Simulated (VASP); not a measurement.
Set up this calculation in VASP 6.6.1, as the native input.

```
Task                   : single point
Functional             : PBE
Potentials or basis    : VASP PAW PBE potentials, release 64 (K_sv, F)
Cutoff                 : 520 eV
k mesh                 : 8 × 8 × 8
Occupations            : fermi-dirac, width 0.02 eV
Spin                   : no spin polarisation
Dipole correction      : no
Further INCAR settings : ALGO = Normal; EDIFF = 1e-06; NBANDS = 15
```

The structure of KF lies in POSCAR:

```
KF
1.0
    3.2587185843      0.0000000000      0.0000000000
    0.0000000000      3.2587185843      0.0000000000
    0.0000000000      0.0000000000      3.2587185843
K F
1 1
Direct
    0.0000000000      0.0000000000      0.0000000000
    0.5000000000      0.5000000000      0.5000000000
```

One way to write it, as run:

INCAR

```
PREC = Accurate
ENCUT = 520
EDIFF = 1E-6
ISMEAR = -1
SIGMA = 0.02
LREAL = F
LASPH = T
NELM = 60
ALGO = Normal
ISIF = 2
LWAVE = F
LCHARG = T
GGA = PE
LELF = T
LVHAR = T
NBANDS = 15
```

KPOINTS

```
Automatic mesh
0
Gamma
  8 8 8
```

Potentials or basis: VASP PAW PBE potentials, release 64 (K_sv, F).

Run with:

```bash
$ cat potpaw_PBE.64/K_sv/POTCAR potpaw_PBE.64/F/POTCAR > POTCAR
$ mpirun -np 1 vasp_std > vasp.out
```

It gave:

* Pressure: 0.0 GPa
* Band gap on the k mesh: 6.26 eV, indirect (least direct gap 6.31 eV)

Wall time 8.8 s on 1 thread of Intel(R) Xeon(R) 6975P-C (Granite Rapids) (shared host), peak memory 0.14 GiB.
